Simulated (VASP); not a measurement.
Input of a VASP 6.6.1 run:

INCAR

```
PREC = Accurate
ENCUT = 600
EDIFF = 1E-7
ISMEAR = 0
SIGMA = 0.1
LREAL = F
LASPH = T
NELM = 100
ALGO = Fast
ISIF = 3
LWAVE = F
LCHARG = F
GGA = PE
IBRION = 2
NSW = 100
EDIFFG = -0.01
```

KPOINTS

```
Automatic mesh
0
Gamma
  26 26 26
```

POSCAR

```
Al
1.0
   -1.4498408692      1.4498408692      4.4718028303
    1.4498408692     -1.4498408692      4.4718028303
    1.4498408692      1.4498408692     -4.4718028303
Al
2
Direct
    0.1466911833      0.1466911833      0.0000000000
    0.8533088167      0.8533088167      0.0000000000
```

Potentials or basis: VASP PAW PBE potentials, release 64 (Al).

Command:

```console
$ cat potpaw_PBE.64/Al/POTCAR > POTCAR
$ mpirun -np 1 vasp_std > vasp.out
```

Problem. Estimate the band gap on the k mesh.

Solution. Zero (bands 3 and 4 overlap by 5.37 eV).

Problem. What does it give for the space group after relaxing (to 0.1 Å)?

Solution. I4/mmm (No. 139).

Problem. Estimate the relaxed cell.

Solution. a = 5.082 Å, b = 5.082 Å, c = 5.082 Å, α = 147.71°, β = 147.71°, γ = 46.31°.

Problem. What does it give for the relaxed volume?

Solution. 18.67 Å³/atom.

The path:
```
step  energy change (eV)  largest force (eV/Å)  pressure (GPa)  volume (Å³)
   1              0.0000                0.0945            0.46        37.60
   2             -0.0063                0.0976           -0.24        37.89
   3             -0.0102                0.0861           -1.36        38.40
   4             -0.0142                0.0756           -1.02        38.10
   5             -0.0179                0.0467           -0.22        37.46
   6             -0.0183                0.0239           -0.09        37.38
   7             -0.0184                0.0083            0.00        37.33
```
